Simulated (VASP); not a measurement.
## Bi: relaxation of cell and atoms with PBE

Crystal: Bi.

```
Bi
1.0
     6.57851    0.00000    0.00000
    -3.28926    5.69716    0.00000
     0.00000    0.00000    6.28438
Bi
6
Direct
  0.50000 0.00000 0.70541
  0.00000 0.50000 0.70541
  0.50000 0.50000 0.70541
  0.00000 0.50000 0.29459
  0.50000 0.00000 0.29459
  0.50000 0.50000 0.29459
```

The cell was generated, and may not be a known phase.

```
Program                : VASP 6.6.1
Task                   : relaxation of cell and atoms
Functional             : PBE
Potentials or basis    : VASP PAW PBE potentials, release 64 (Bi_d)
Cutoff                 : 600 eV
k mesh                 : 3 × 3 × 4
Occupations            : gaussian, width 0.1 eV
Spin                   : no spin polarisation
Dipole correction      : no
Further INCAR settings : ALGO = Fast; EDIFF = 1e-06; IBRION = 2; EDIFFG = -0.04; NSW = 90; ISIF = 3
```

```yaml
Relaxed_volume: 40.10 Å³/atom
Relaxed_cell: a = 6.429 Å, b = 6.429 Å, c = 6.722 Å, α = 90.00°, β = 90.00°, γ = 120.00°
Space_group_after_relaxing_to_0.1_Å: P6/mmm (No. 191)
Energy_gained_by_relaxing: 748.4 meV/atom
Ionic_steps: 17
Pressure_after_relaxing: 0.0 GPa
Largest_force_after_relaxing: 0.004 eV/Å
Band_gap_on_the_k_mesh: zero (bands 45 and 46 overlap by 1.45 eV)
```

Forces on the atoms (eV/Å):
```
Bi   0.000  0.000  0.004
Bi   0.000  0.000  0.004
Bi   0.000  0.000  0.004
Bi   0.000  0.000 -0.004
Bi   0.000  0.000 -0.004
Bi   0.000  0.000 -0.004
```

Stress tensor (GPa, compression positive):
```
 0.11  0.00  0.00
 0.00  0.11  0.00
 0.00  0.00 -0.12
```

The path:
```csv
step,energy change (eV),largest force (eV/Å),pressure (GPa),volume (Å³)
1,0.0000,5.7824,10.54,235.53
2,-2.0073,0.0074,-3.63,323.84
3,-2.2574,0.1007,-3.68,314.76
4,-2.5563,0.1878,-3.70,305.75
5,-4.0515,0.1245,-2.67,270.60
6,-3.8412,1.2218,0.34,253.05
7,-4.1185,0.3247,-2.15,265.75
8,-4.1232,0.3962,-1.86,263.83
9,-4.2680,0.4337,0.01,248.19
10,-4.2682,0.4311,0.13,247.50
11,-4.3562,0.4470,0.46,242.73
12,-4.4190,0.3261,1.57,233.04
13,-4.4240,0.3745,1.23,235.32
14,-4.4830,0.1143,0.27,239.31
15,-4.4877,0.0309,-0.02,240.72
16,-4.4877,0.0232,-0.04,240.84
17,-4.4903,0.0038,0.03,240.58
```

Final structure:
```xyz
6
Lattice="6.4287 0.0000 0.0000 -3.2144 5.5674 0.0000 0.0000 0.0000 6.7216" Properties=species:S:1:pos:R:3 pbc="T T T"
Bi    3.2144    0.0000    5.0105
Bi   -1.6072    2.7837    5.0105
Bi    1.6072    2.7837    5.0105
Bi   -1.6072    2.7837    1.7112
Bi    3.2144    0.0000    1.7112
Bi    1.6072    2.7837    1.7112
```

Levels at points of the mesh, in eV from the Fermi level:
| k point | band 42 | band 43 | band 44 | band 45 | band 46 | band 47 | band 48 | band 49 |
| --- | --- | --- | --- | --- | --- | --- | --- | --- |
| (0.00, 0.00, 0.00) | -1.89 | -1.89 | -1.41 | -1.41 | 2.58 | 2.72 | 3.09 | 3.55 |
| (0.00, 0.00, 0.50) | -2.26 | -1.97 | -1.71 | 0.84 | 0.84 | 1.17 | 1.17 | 3.47 |

Run time: 25 min on 1 thread of AMD EPYC 9R45 96-Core Processor (Zen 5), with other jobs on the host, peak memory 0.42 GiB.

Caveat: the k points lie up to 0.38 Å⁻¹ apart in the final cell, too coarse for converged energies and pressures of a metal; spin-orbit coupling is left out, which moves the levels of the heavy elements.
